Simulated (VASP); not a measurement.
# HfC2 (P6/mmm) in VASP: notebook, part 2 of 2

VASP 6.6.1.

## (3) Relaxation of cell and atoms, PBE

This run uses another cell than the first one, of 9.89 Å³/atom, 1.016 times its volume.

INCAR

```
SYSTEM = HfC2
PREC = Accurate
ENCUT = 600
EDIFF = 1E-7
ISMEAR = 0
SIGMA = 0.1
LREAL = .FALSE.
LASPH = .TRUE.
NELM = 60
ALGO = Normal
ISIF = 3
LWAVE = .FALSE.
LCHARG = .FALSE.
GGA = PE
IBRION = 2
NSW = 100
EDIFFG = -0.01
```

KPOINTS

```
Automatic mesh
0
G
  18 18 14
  0 0 0
```

POSCAR

```
HfC2
1.0
    3.2817729889      0.0000000000      0.0000000000
   -1.6408864945      2.8420987779      0.0000000000
    0.0000000000      0.0000000000      3.1796572928
Hf C
1 2
Direct
    0.0000000000      0.0000000000      0.0000000000
    0.3333333333      0.6666666667      0.5000000000
    0.6666666667      0.3333333333      0.5000000000
```

Potentials or basis: VASP PAW PBE potentials, release 64 (Hf_pv, C).

Command:

```bash
> cat potpaw_PBE.64/Hf_pv/POTCAR potpaw_PBE.64/C/POTCAR > POTCAR
> mpirun -np 1 vasp_std > vasp.out
```

OUTCAR:

```text
SYSTEM = HfC2
   PREC = Accurate
   ENCUT = 600
   EDIFF = 1E-7
   ISMEAR = 0
   LREAL = .FALSE.
   LASPH = .TRUE.
   NELM = 60
   ISIF = 3
   GGA = PE
   IBRION = 2
   NSW = 100
   EDIFFG = -0.01

 ion  position               nearest neighbor table
   1  0.000  0.000  0.000-   2 2.47   3 2.47   2 2.47   3 2.47   3 2.47   3 2.47   2 2.47   2 2.47
                             3 2.47   3 2.47   2 2.47   2 2.47
   2  0.333  0.667  0.500-   3 1.89   3 1.89   3 1.89   1 2.47   1 2.47   1 2.47   1 2.47   1 2.47
                             1 2.47
   3  0.667  0.333  0.500-   2 1.89   2 1.89   2 1.89   1 2.47   1 2.47   1 2.47   1 2.47   1 2.47
                             1 2.47

  LATTYP: Found a hexagonal cell.
 ALAT       =     3.2817729889
 C/A-ratio  =     0.9688839854

  Lattice vectors:

 A1 = (   3.2817729889,   0.0000000000,   0.0000000000)
 A2 = (  -1.6408864945,   2.8420987779,   0.0000000000)
 A3 = (   0.0000000000,   0.0000000000,   3.1796572928)

Analysis of symmetry for initial positions (statically):
=====================================================================
 Subroutine PRICEL returns:
 Original cell was already a primitive cell.

 Routine SETGRP: Setting up the symmetry group for a
 hexagonal supercell.

 Subroutine GETGRP returns: Found 24 space group operations
 (whereof 24 operations were pure point group operations)
 out of a pool of 24 trial point group operations.

The static configuration has the point symmetry D_6h.

Analysis of symmetry for dynamics (positions and initial velocities):
=====================================================================
 Subroutine PRICEL returns:
 Original cell was already a primitive cell.

 Routine SETGRP: Setting up the symmetry group for a
 hexagonal supercell.

 Subroutine GETGRP returns: Found 24 space group operations
 (whereof 24 operations were pure point group operations)
 out of a pool of 24 trial point group operations.

The dynamic configuration has the point symmetry D_6h.

 Subroutine INISYM returns: Found 24 space group operations
 (whereof 24 operations are pure point group operations),
 and found     1 'primitive' translations

----------------------------------------------------------------------------------------

                                     Primitive cell

  volume of cell :      29.6571

  direct lattice vectors                    reciprocal lattice vectors
     3.281772989  0.000000000  0.000000000     0.304713337  0.175926327  0.000000000
    -1.640886494  2.842098778  0.000000000     0.000000000  0.351852655  0.000000000
     0.000000000  0.000000000  3.179657293     0.000000000  0.000000000  0.314499302

  length of vectors
     3.281772989  3.281772989  3.179657293     0.351852655  0.351852655  0.314499302

  position of ions in fractional coordinates (direct lattice)
     0.000000000  0.000000000  0.000000000
     0.333333333  0.666666667  0.500000000
     0.666666667  0.333333333  0.500000000

  ion indices of the primitive-cell ions
   primitive index   ion index
                 1           1
                 2           2
                 3           3

----------------------------------------------------------------------------------------
[... 58 lines left out ...]
   NGX,Y,Z   is equivalent  to a cutoff of  14.18, 14.18, 14.64 a.u.
   NGXF,Y,Z  is equivalent  to a cutoff of  28.37, 28.37, 29.28 a.u.
 SYSTEM =  HfC2
   PREC   = accura    normal or accurate (medium, high low for compatibility)
   ISTART =      0    job   : 0-new  1-cont  2-samecut
   ICHARG =      2    charge: 1-file 2-atom 10-const
   ISPIN  =      1    spin polarized calculation?
   LNONCOLLINEAR =      F non collinear calculations
   LSORBIT =      F    spin-orbit coupling
   LASPH  =      T    aspherical Exc in radial PAW
   ENCUT  =  600.0 eV  44.10 Ry    6.64 a.u.   6.55  6.55  6.35*2*pi/ulx,y,z
   NELM   =     60;   NELMIN=  2; NELMDL= -5     # of ELM steps
   EDIFF  = 0.1E-06   stopping-criterion for ELM
   LREAL  =      F    real-space projection
   EDIFFG = -.1E-01   stopping-criterion for IOM
   NSW    =    100    number of steps for IOM
   IBRION =      2    ionic relax: 0-MD 1-quasi-New 2-CG
   NFREE  =      1    steps in history (QN), initial steepest desc. (CG)
   ISIF   =      3    stress and relaxation
   ISYM   =      2    0-nonsym 1-usesym 2-fastsym
   POTIM  = 0.5000    time-step for ionic-motion
   TEBEG  =    0.0;   TEEND  =   0.0 temperature during run
   PSTRESS=    0.0 pullay stress
   NELECT =      18.0000    total number of electrons
   NUPDOWN=      -1.0000    fix difference up-down
   EMIN   =  10.00;   EMAX   =-10.00  energy-range for DOS
   EFERMI =   0.00;   METHOD = LEGACY
   ISMEAR =     0;   SIGMA  =   0.10  broadening in eV -4-tet -1-fermi 0-gaus
   EFERMI_NEDOS =   21; number of points for ismear=-14 and -15
   IALGO  =     38    algorithm
   IMIX   =      4    mixing-type and parameters
     AMIX     =   0.40;   BMIX     =  1.00
     AMIX_MAG =   1.60;   BMIX_MAG =  1.00
  volume/ion in A,a.u.               =       9.89        66.71
  Fermi-wavevector in a.u.,A,eV,Ry     =   1.386084  2.619320 26.139919  1.921230
  Thomas-Fermi vector in A             =   2.510434
   LORBIT       =      0    0 simple, 1 ext, 2 COOP (PROOUT), +10 PAW based schemes
   GGA     = PE    functional components
   LHFCALC =     F    Hartree Fock is set to
   AEXX    =    0.0000 exact exchange contribution
   IVDW    =     0    specifies the selected vdW correction
   LEPSILON=     F    determine dielectric tensor
   LRPA    =     F    only Hartree local field effects (RPA)
 conjugate gradient relaxation of ions
 non-spin polarized calculation
 Gauss-broadening in eV      SIGMA  =   0.10
  energy-cutoff  :      600.00
  volume of cell :       29.66
 maximum number of plane-waves:      1021
 NGX is ok and might be reduce to    28
   NGX = 13   NGY = 13   NGZ = 13

--------------------------------------- Ionic step        1  -------------------------------------------

 number of electron      18.0000001 magnetization

 Free energy of the ion-electron system (eV)
  ---------------------------------------------------
  ext. energy  EPLUGINS =         0.00000000
  ---------------------------------------------------
  free energy    TOTEN  =       -25.90133292 eV

  energy without entropy =      -25.89878044  energy(sigma->0) =      -25.90005668

------------------------ aborting loop because EDIFF is reached ----------------------------------------

  FORCE on cell =-STRESS in cart. coord.  units (eV):
  Direction    XX          YY          ZZ          XY          YZ          ZX
  --------------------------------------------------------------------------------------
  -------------------------------------------------------------------------------------
  Total       -1.1223053     -1.1223053      0.0523418      0.0000000      0.0000000      0.0000000
  in kB      -60.6308370    -60.6308370      2.8276857      0.0000000      0.0000000      0.0000000
  external PRESSURE =     -39.4779961 kB  Pullay stress =       0.0000000 kB
[... 135 lines left out ...]
--------------------------------------- Ionic step        5  -------------------------------------------

 number of electron      18.0000002 magnetization

 Free energy of the ion-electron system (eV)
  ---------------------------------------------------
  ext. energy  EPLUGINS =         0.00000000
  ---------------------------------------------------
  free energy    TOTEN  =       -25.92081161 eV

  energy without entropy =      -25.91719559  energy(sigma->0) =      -25.91900360

 E-fermi :   8.8953     XC(G=0): -12.9778

 val. band max:        8.8687398355   @ k =   0.1667   0.1667   0.0000
 cond. band min:       8.9046442090   @ k =   0.2778  -0.0000   0.0000
 fundamental gap:      0.0359043735
 Fermi energy:         8.8952875368

 k-point     1 :       0.0000    0.0000    0.0000
  band No.  band energies     occupation
      1     -22.2963      2.00000
      2     -22.2167      2.00000
      3     -22.2167      2.00000
      4      -8.5270      2.00000
      5       2.9029      2.00000
      6       2.9029      2.00000
      7       4.5924      2.00000
      8       5.6594      2.00000
      9       5.7039      2.00000
     10      10.5925      0.00000
     11      10.5926      0.00000
     12      11.8764      0.00000
     13      12.4631      0.00000
[... 354 lines left out ...]
  band No.  band energies     occupation
      1     -22.8180      2.00000
      2     -22.4058      2.00000
      3     -22.1944      2.00000
      4      -5.0542      2.00000
      5      -3.4510      2.00000
      6       1.4727      2.00000
      7       3.8858      2.00000
      8       5.5555      2.00000
      9       7.6167      2.00000
     10      10.7344      0.00000
     11      12.1009      0.00000
     12      12.5380      0.00000
     13      12.5881      0.00000

 [... further k-points ...]
[... 5 lines left out ...]
  --------------------------------------------------------------------------------------
  -------------------------------------------------------------------------------------
  Total       -0.0192007     -0.0192007     -0.0093475      0.0000000      0.0000000      0.0000000
  in kB       -1.0635002     -1.0635002     -0.5177458      0.0000000      0.0000000      0.0000000
  external PRESSURE =      -0.8815820 kB  Pullay stress =       0.0000000 kB
[... 18 lines left out ...]
  FREE ENERGIE OF THE ION-ELECTRON SYSTEM (eV)
  ---------------------------------------------------
  free  energy   TOTEN  =       -25.9208116092 eV

  energy  without entropy=      -25.9171955924  energy(sigma->0) =      -25.91900360

 reached required accuracy - stopping structural energy minimisation
```

CONTCAR:

```text
HfC2
   1.00000000000000
     3.2254911044631354    0.0000000000009883    0.0000000000000000
    -1.6127455522798542    2.7933572362012886    0.0000000000000000
     0.0000000000000000    0.0000000000000000    3.2104679364992728
  Hf              C
     1     2
Direct
     0.0000000000000000    0.0000000000000000    1.0000000000000000
     0.3333333332999970    0.6666666667000030    0.5000000000000000
     0.6666666667000030    0.3333333332999970    0.5000000000000000

  0.00000000E+00  0.00000000E+00  0.00000000E+00
  0.00000000E+00  0.00000000E+00  0.00000000E+00
  0.00000000E+00  0.00000000E+00  0.00000000E+00
```

Wall time 6.1 min (1 thread of Intel Xeon 6975P-C, shared host); peak memory 0.29 GiB.

What came out:

```yaml
Free_energy: -25.9208 eV
Relaxed_volume: 9.64 Å³/atom
Relaxed_cell: a = 3.225 Å, b = 3.225 Å, c = 3.210 Å, α = 90.00°, β = 90.00°, γ = 120.00°
Space_group_after_relaxing_to_0.05_Å: P6/mmm (No. 191)
Energy_gained_by_relaxing: 6.5 meV/atom
Ionic_steps: 5
Pressure_after_relaxing: -0.1 GPa
Band_gap_on_the_k_mesh: zero (band 9 reaches 11.23 eV, above the bottom of band 10 at 6.81 eV)
```

Step by step:
```csv
step,energy change (eV),largest force (eV/Å),pressure (GPa),volume (Å³)
1,0.0000,0.0000,-3.95,29.66
2,-0.0153,0.0000,2.81,28.62
3,-0.0163,0.0000,1.43,28.82
4,-0.0192,0.0000,-0.49,28.95
5,-0.0195,0.0000,-0.09,28.93
```

Final structure:
```yaml
crystal:
  lattice:
    - [3.22549, 0.00000, 0.00000]
    - [-1.61275, 2.79336, 0.00000]
    - [0.00000, 0.00000, 3.21047]
  atoms:
    - { symbol: Hf, position: [0.00000, 0.00000, 0.00000] }
    - { symbol: C, position: [0.33333, 0.66667, 0.50000] }
    - { symbol: C, position: [0.66667, 0.33333, 0.50000] }
```

Levels at points of the mesh, in eV from the Fermi level:
| k point | band 6 | band 7 | band 8 | band 9 | band 10 | band 11 | band 12 | band 13 |
| --- | --- | --- | --- | --- | --- | --- | --- | --- |
| (0.00, 0.00, 0.00) | -5.99 | -4.30 | -3.24 | -3.19 | 1.70 | 1.70 | 2.98 | 3.57 |
| (0.50, 0.00, 0.00) | -6.34 | -5.17 | -4.59 | -0.49 | 2.50 | 2.77 | 3.31 | 3.86 |
| (0.00, 0.00, 0.50) | -4.68 | -4.68 | -2.23 | -2.09 | -2.09 | 0.23 | 0.23 | 0.86 |
| (0.50, 0.00, 0.50) | -7.67 | -6.18 | -4.79 | -0.63 | 4.96 | 4.99 | 5.99 | 6.10 |

Caveat: spin-orbit coupling is left out, which moves the levels of the heavy elements.
